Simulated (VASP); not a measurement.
# Zr3ZnN2 (P1) in VASP: single point with PBE

Aim: the single point of Zr3ZnN2 with PBE.

Program: VASP 6.6.1. These are calculated values, not measurements. Logs are shortened: lines on timing, memory, paths and dates and some standing lists are left out, and cuts for length are marked.

### Step 1. The cell of the first run

The typed cell holds 6 atoms: a = 3.068 Å, b = 5.542 Å, c = 7.032 Å, α = 111.59°, β = 94.67°, γ = 90.01°.

### Step 2. Single point, PBE

INCAR reads:

```
SYSTEM = Zr3ZnN2
ALGO = Normal
EDIFF = 1E-6
ENCUT = 520
GGA = PE
ISIF = 2
ISMEAR = 0
LASPH = .True.
LCHARG = .False.
LREAL = .False.
LWAVE = .False.
NBANDS = 38
NELM = 100
PREC = Accurate
SIGMA = 0.1
```

KPOINTS reads:

```
k-points
0
Gamma
  6 4 4
  0 0 0
```

POSCAR reads:

```
Zr3ZnN2
1.0
    3.0676781159      0.0000000000      0.0000000000
   -0.0007863682      5.5421363824      0.0000000000
   -0.5728504944     -2.5873868198      6.5130342521
Zr Zn N
3 1 2
Direct
    0.0992772936      0.7859299099      0.5855217907
    0.0617011254      0.1840003918      0.3662427399
    0.5090544309      0.5884774597      0.1678891945
    0.6780978769      0.9963531032      0.9714889943
    0.5764570574      0.4844582827      0.4576909181
    0.5754122158      0.9607808528      0.4511663625
```

Potentials or basis: VASP PAW PBE potentials, release 64 (Zr_sv, Zn, N).

Launch:

```sh
$ cat potpaw_PBE.64/Zr_sv/POTCAR potpaw_PBE.64/Zn/POTCAR potpaw_PBE.64/N/POTCAR > POTCAR
$ mpirun -np 1 vasp_std > vasp.out
```

OUTCAR:

```text
SYSTEM = Zr3ZnN2
   EDIFF = 1E-6
   ENCUT = 520
   GGA = PE
   ISIF = 2
   ISMEAR = 0
   LASPH = .True.
   LREAL = .False.
   NELM = 100
   PREC = Accurate

 ion  position               nearest neighbor table
   1  0.099  0.786  0.586-   5 2.20   6 2.20   5 2.20   6 2.21   4 2.94   4 2.96   3 3.10   2 3.12
                             2 3.12   3 3.14
   2  0.062  0.184  0.366-   5 2.17   6 2.18   5 2.18   6 2.19   4 2.74   1 3.12   1 3.12   4 3.33
                             3 3.39   3 3.41   3 3.43   3 3.46
   3  0.509  0.588  0.168-   6 2.28   5 2.31   1 3.10   4 3.11   4 3.12   1 3.14   2 3.39   2 3.41
                             2 3.43   2 3.46
   4  0.678  0.996  0.971-   2 2.74   1 2.94   1 2.96   3 3.11   3 3.12   2 3.33
   5  0.576  0.484  0.458-   2 2.17   2 2.18   1 2.20   1 2.20   3 2.31
   6  0.575  0.961  0.451-   2 2.18   2 2.19   1 2.20   1 2.21   3 2.28

  LATTYP: Found a triclinic cell.
 ALAT       =     7.1749020479
 B/A-ratio  =     0.7724337421
 C/A-ratio  =     0.4275567939
 COS(alpha) =     0.0001418890
 COS(beta)  =     0.0799504800
 COS(gamma) =     0.4118287478

  Lattice vectors:

 A1 = (  -0.5736368626,   2.9547495626,   6.5130342521)
 A2 = (  -0.0007863682,   5.5421363824,   0.0000000000)
 A3 = (  -3.0676781159,   0.0000000000,   0.0000000000)

Analysis of symmetry for initial positions (statically):
=====================================================================
 Subroutine PRICEL returns:
 Original cell was already a primitive cell.

 Routine SETGRP: Setting up the symmetry group for a
 triclinic supercell.

 Subroutine GETGRP returns: Found  1 space group operations
 (whereof  1 operations were pure point group operations)
 out of a pool of  2 trial point group operations.

The static configuration has the point symmetry C_1 .

Analysis of symmetry for dynamics (positions and initial velocities):
=====================================================================
 Subroutine PRICEL returns:
 Original cell was already a primitive cell.

 Routine SETGRP: Setting up the symmetry group for a
 triclinic supercell.

 Subroutine GETGRP returns: Found  1 space group operations
 (whereof  1 operations were pure point group operations)
 out of a pool of  2 trial point group operations.

The dynamic configuration has the point symmetry C_1 .

 Subroutine INISYM returns: Found  1 space group operations
 (whereof  1 operations are pure point group operations),
 and found     1 'primitive' translations

----------------------------------------------------------------------------------------

                                     Primitive cell

  volume of cell :     110.7313

  direct lattice vectors                    reciprocal lattice vectors
     3.067678116  0.000000000  0.000000000     0.325979442  0.000046253  0.028689725
    -0.000786368  5.542136382  0.000000000     0.000000000  0.180435834  0.071680461
    -0.572850494 -2.587386820  6.513034252     0.000000000  0.000000000  0.153538268

  length of vectors
     3.067678116  5.542136438  7.031524971     0.327239513  0.194152462  0.153538268

  position of ions in fractional coordinates (direct lattice)
     0.099277294  0.785929910  0.585521791
     0.061701125  0.184000392  0.366242740
     0.509054431  0.588477460  0.167889194
     0.678097877  0.996353103  0.971488994
     0.576457057  0.484458283  0.457690918
     0.575412216  0.960780853  0.451166362

  ion indices of the primitive-cell ions
   primitive index   ion index
                 1           1
                 2           2
                 3           3
                 4           4
                 5           5
                 6           6

----------------------------------------------------------------------------------------

 KPOINTS: k-points

Automatic generation of k-mesh.
 Grid dimensions read from file:
 generate k-points for:    6    4    4

 Generating k-lattice:

  Cartesian coordinates                     Fractional coordinates (reciprocal lattice)
     0.054329907  0.000007709  0.004781621     0.166666667  0.000000000 -0.000000000
     0.000000000  0.045108958  0.017920115     0.000000000  0.250000000 -0.000000000
     0.000000000  0.000000000  0.038384567     0.000000000  0.000000000  0.250000000

  Length of vectors
     0.054539919  0.048538116  0.038384567

  Shift w.r.t. Gamma in fractional coordinates (k-lattice)
     0.000000000  0.000000000  0.000000000

 Subroutine IBZKPT returns following result:
 ===========================================

 Found     52 irreducible k-points:

 Following reciprocal coordinates:
            Coordinates               Weight
  0.000000  0.000000  0.000000      1.000000
  0.166667 -0.000000 -0.000000      2.000000
  0.333333  0.000000  0.000000      2.000000
  0.500000 -0.000000  0.000000      1.000000
  0.000000  0.250000  0.000000      2.000000
  0.166667  0.250000  0.000000      2.000000
[... 16 lines left out ...]
  0.333333  0.250000  0.250000      2.000000
  0.500000  0.250000  0.250000      2.000000
 [... further k-points ...]
   k-points           NKPTS =     52   k-points in BZ     NKDIM =     52   number of bands    NBANDS=     38
   number of dos      NEDOS =    301   number of ions     NIONS =      6
   total plane-waves  NPLWV =  54432
   dimension x,y,z NGX =    24 NGY =   42 NGZ =   54
   dimension x,y,z NGXF=    48 NGYF=   84 NGZF=  108
   ions per type =               3   1   2
   NGX,Y,Z   is equivalent  to a cutoff of  13.01, 12.60, 12.77 a.u.
   NGXF,Y,Z  is equivalent  to a cutoff of  26.01, 25.20, 25.53 a.u.
 SYSTEM =  Zr3ZnN2
   PREC   = accura    normal or accurate (medium, high low for compatibility)
   ISTART =      0    job   : 0-new  1-cont  2-samecut
   ICHARG =      2    charge: 1-file 2-atom 10-const
   ISPIN  =      1    spin polarized calculation?
   LNONCOLLINEAR =      F non collinear calculations
   LSORBIT =      F    spin-orbit coupling
   LASPH  =      T    aspherical Exc in radial PAW
   ENCUT  =  520.0 eV  38.22 Ry    6.18 a.u.   5.70 10.30 13.07*2*pi/ulx,y,z
   NELM   =    100;   NELMIN=  2; NELMDL= -5     # of ELM steps
   EDIFF  = 0.1E-05   stopping-criterion for ELM
   LREAL  =      F    real-space projection
[... 7 lines left out ...]
   TEBEG  =    0.0;   TEEND  =   0.0 temperature during run
   PSTRESS=    0.0 pullay stress
   NELECT =      58.0000    total number of electrons
   NUPDOWN=      -1.0000    fix difference up-down
   EMIN   =  10.00;   EMAX   =-10.00  energy-range for DOS
   EFERMI =   0.00;   METHOD = LEGACY
   ISMEAR =     0;   SIGMA  =   0.10  broadening in eV -4-tet -1-fermi 0-gaus
   EFERMI_NEDOS =   21; number of points for ismear=-14 and -15
   IALGO  =     38    algorithm
   IMIX   =      4    mixing-type and parameters
     AMIX     =   0.40;   BMIX     =  1.00
     AMIX_MAG =   1.60;   BMIX_MAG =  1.00
  volume/ion in A,a.u.               =      18.46       124.54
  Fermi-wavevector in a.u.,A,eV,Ry     =   1.319656  2.493788 23.694434  1.741492
  Thomas-Fermi vector in A             =   2.449538
   LORBIT       =      0    0 simple, 1 ext, 2 COOP (PROOUT), +10 PAW based schemes
   GGA     = PE    functional components
   LHFCALC =     F    Hartree Fock is set to
   AEXX    =    0.0000 exact exchange contribution
   IVDW    =     0    specifies the selected vdW correction
   LEPSILON=     F    determine dielectric tensor
   LRPA    =     F    only Hartree local field effects (RPA)
 non-spin polarized calculation
 Gauss-broadening in eV      SIGMA  =   0.10
  energy-cutoff  :      520.00
  volume of cell :      110.73
 maximum number of plane-waves:      2999
   NGX = 11   NGY = 21   NGZ = 27

 number of electron      57.9999999 magnetization

 Free energy of the ion-electron system (eV)
  ---------------------------------------------------
  ext. energy  EPLUGINS =         0.00000000
  ---------------------------------------------------
  free energy    TOTEN  =       -48.46287466 eV

  energy without entropy =      -48.43612449  energy(sigma->0) =      -48.44949958

 E-fermi :   6.3421     XC(G=0): -10.4041

 val. band max:        6.3402043575   @ k =   0.3333   0.2500   0.2500
 cond. band min:       6.3483973888   @ k =   0.3333   0.0000   0.5000
 fundamental gap:      0.0081930313
 Fermi energy:         6.3421278648

 k-point     1 :       0.0000    0.0000    0.0000
  band No.  band energies     occupation
      1     -42.6467      2.00000
      2     -42.5296      2.00000
      3     -42.4578      2.00000
      4     -21.2123      2.00000
      5     -21.0827      2.00000
      6     -20.6794      2.00000
[... 30 lines left out ...]
     37      10.3621      0.00000
     38      10.3900      0.00000

 k-point     2 :       0.1667   -0.0000   -0.0000
  band No.  band energies     occupation
      1     -42.6240      2.00000
      2     -42.5107      2.00000
      3     -42.4370      2.00000
      4     -21.1387      2.00000
      5     -21.0586      2.00000
      6     -20.6558      2.00000
[... 30 lines left out ...]
     37      10.1920      0.00000
     38      10.5795      0.00000

 k-point     3 :       0.3333    0.0000    0.0000
  band No.  band energies     occupation
      1     -42.5781      2.00000
      2     -42.4730      2.00000
      3     -42.3951      2.00000
      4     -21.1875      2.00000
      5     -20.9758      2.00000
      6     -20.8592      2.00000
[... 30 lines left out ...]
     37       9.9785      0.00000
     38      10.4428      0.00000

 k-point     4 :       0.5000   -0.0000    0.0000
  band No.  band energies     occupation
      1     -42.5548      2.00000
      2     -42.4540      2.00000
      3     -42.3739      2.00000
      4     -21.3718      2.00000
      5     -21.0265      2.00000
      6     -20.9574      2.00000
[... 30 lines left out ...]
     37      10.4842      0.00000
     38      10.8197      0.00000
[... 703 lines left out ...]
      4     -21.1636      2.00000
      5     -20.9650      2.00000
      6     -20.7308      2.00000
[... 30 lines left out ...]
     37      10.2273      0.00000
     38      10.5053      0.00000

 k-point    23 :       0.3333    0.2500    0.2500
  band No.  band energies     occupation
      1     -42.5769      2.00000
      2     -42.4652      2.00000
      3     -42.4042      2.00000
      4     -21.1645      2.00000
      5     -20.9938      2.00000
      6     -20.8607      2.00000
[... 30 lines left out ...]
     37      10.2635      0.00000
     38      10.5950      0.00000

 k-point    24 :       0.5000    0.2500    0.2500
  band No.  band energies     occupation
      1     -42.5548      2.00000
      2     -42.4449      2.00000
      3     -42.3832      2.00000
      4     -21.3315      2.00000
      5     -21.0916      2.00000
      6     -21.0069      2.00000
[... 30 lines left out ...]
     37      10.4962      0.00000
     38      10.8959      0.00000

 [... further k-points ...]
[... 5 lines left out ...]
  --------------------------------------------------------------------------------------
  -------------------------------------------------------------------------------------
  Total        0.3891052      0.3792584      0.0443681     -0.0047781     -0.0815429      0.1996268
  in kB        5.6299853      5.4875108      0.6419650     -0.0691344     -1.1798490      2.8884108
  external PRESSURE =       3.9198203 kB  Pullay stress =       0.0000000 kB

 VOLUME and BASIS-vectors are now :
 -----------------------------------------------------------------------------
  energy-cutoff  :      520.00
  volume of cell :      110.73
      direct lattice vectors                 reciprocal lattice vectors
     3.067678116  0.000000000  0.000000000     0.325979442  0.000046253  0.028689725
    -0.000786368  5.542136382  0.000000000     0.000000000  0.180435834  0.071680461
    -0.572850494 -2.587386820  6.513034252     0.000000000  0.000000000  0.153538268

 POSITION                                       TOTAL-FORCE (eV/Angst)
 -----------------------------------------------------------------------------------
     -0.03148      2.84076      3.81352        -0.009042     -0.012918     -0.025160
     -0.02067      0.07214      2.38535         0.046365     -0.001602     -0.107025
      1.46498      2.82703      1.09347         0.026224     -0.009019      0.055592
      1.52288      3.00831      6.32734        -0.010057      0.005016      0.045573
      1.50582      1.50071      2.98096        -0.020414     -0.035639      0.017774
      1.50597      4.15744      2.93846        -0.033076      0.054162      0.013246
 -----------------------------------------------------------------------------------
    total drift:                                0.000026     -0.000316     -0.000524

  FREE ENERGIE OF THE ION-ELECTRON SYSTEM (eV)
  ---------------------------------------------------
  free  energy   TOTEN  =       -48.4628746594 eV

  energy  without entropy=      -48.4361244939  energy(sigma->0) =      -48.44949958
```

Run time: 3.3 min. Hardware: 1 thread of Oxide Virtual Turin-like, shared host; peak memory 0.31 GiB.

What came out:

| Item | Value |
| --- | --- |
| Free energy | -48.4629 eV |
| Pressure | 0.4 GPa |
| Largest force | 0.117 eV/Å |
| Band gap on the k mesh | zero (bands 29 and 30 overlap by 0.86 eV) |

Forces in eV/Å, atoms in the order of the input:
```
Zr  -0.009 -0.013 -0.025
Zr   0.046 -0.002 -0.107
Zr   0.026 -0.009  0.056
Zn  -0.010  0.005  0.046
N   -0.020 -0.036  0.018
N   -0.033  0.054  0.013
```

Stress tensor (GPa, compression positive):
```
 0.56 -0.01  0.29
-0.01  0.55 -0.12
 0.29 -0.12  0.06
```
